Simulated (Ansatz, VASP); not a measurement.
**Sn: VASP beside Ansatz**

INCAR

```
SYSTEM = Sn
ALGO = Normal
EDIFF = 1E-7
ENCUT = 520
GGA = PS
ISIF = 2
ISMEAR = -1
LASPH = .TRUE.
LCHARG = .FALSE.
LREAL = .FALSE.
LWAVE = .FALSE.
NBANDS = 21
NELM = 80
PREC = Accurate
SIGMA = 0.05
```

File KPOINTS:

```
k-points
0
G
  7 7 7
  0 0 0
```

File POSCAR:

```
Sn
1.0
    0.0000000000      3.1896436215      3.1896436215
    3.1896436215      0.0000000000      3.1896436215
    3.1896436215      3.1896436215      0.0000000000
Sn
2
Direct
    0.7500000000      0.7500000000      0.7500000000
    0.5000000000      0.5000000000      0.5000000000
```

input.yaml

```yaml
crystal:
  lattice:
    - [0.0, 3.1896436215, 3.1896436215]
    - [3.1896436215, 0.0, 3.1896436215]
    - [3.1896436215, 3.1896436215, 0.0]
  atoms:
    - { symbol: Sn, position: [0.75, 0.75, 0.75] }
    - { symbol: Sn, position: [0.5, 0.5, 0.5] }
kpoints:
  mp_grid: { grid: [7, 7, 7] }
scf:
  occupations: { method: fermi_dirac, width: 0.05 }
hamiltonian:
  xc: pbesol
  pseudopotentials: { kind: all_electron, lapw: { basis_error: 0.0005 } }
output:
  forces: true
  stress: true
  eigenvalues: true
```

Change from the starting cell: volume scaled by 0.96.

Alike in both runs: task single point; functional PBEsol; k mesh 7 × 7 × 7; occupations fermi-dirac, width 0.05 eV; no spin polarisation.

```csv
,VASP,Ansatz
version,VASP 6.6.1,Ansatz 0.2.0
potentials or method,"VASP PAW PBE potentials, release 64 (Sn_d), cutoff 520 eV","all-electron LAPW, scalar-relativistic"
```

Ansatz gave:

- gap on the k mesh at the Fermi level (eV): none
- pressure (GPa): 3.8

Q: Which values does VASP return?

A: gap on the k mesh at the Fermi level (eV): none; pressure (GPa): 3.7.

VASP's potentials were made for PBE, not for PBEsol. A gap of «none» marks a metal or a gap that the smearing closes. Ansatz ran all-electron here, and VASP with PAW potentials.
